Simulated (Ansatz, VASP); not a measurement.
# One calculation of Ru, two programs

```
Ru
1.0
     2.85916    0.00000    0.00000
    -1.42958    2.47611    0.00000
     0.00000    0.00000    4.26768
Ru
2
Cartesian
  0.0000 1.6507 1.0669
  1.4296 0.8254 3.2008
```

Alike in both runs: task single point; functional PBE; k mesh 18 × 18 × 10; occupations gaussian, width 0.1 eV; no spin polarisation.

|  | VASP | Ansatz |
| --- | --- | --- |
| version | VASP 6.6.1 | Ansatz 0.2.0 |
| potentials or method | VASP PAW PBE potentials, release 64 (Ru_pv), cutoff 520 eV | scalar-relativistic, plane waves, PAW |
| valence electrons in the cell | 28 | 32 |

|  | VASP | Ansatz | Ansatz less VASP |
| --- | --- | --- | --- |
| gap on the k mesh at the Fermi level (eV) | none | none | - |
| pressure (GPa) | -21.8 | -21.7 | +0.10 |
| traceless stress, the component that is largest in VASP (GPa) | 10.40 | 10.42 | +0.018 |

A gap of «none» marks a metal or a gap that the smearing closes. The functional is the same, so the differences come from potentials, cutoffs and numerics. VASP's potentials hold 28 valence electrons a cell and Ansatz's 32, so a difference there can come from the potentials and not from the codes.
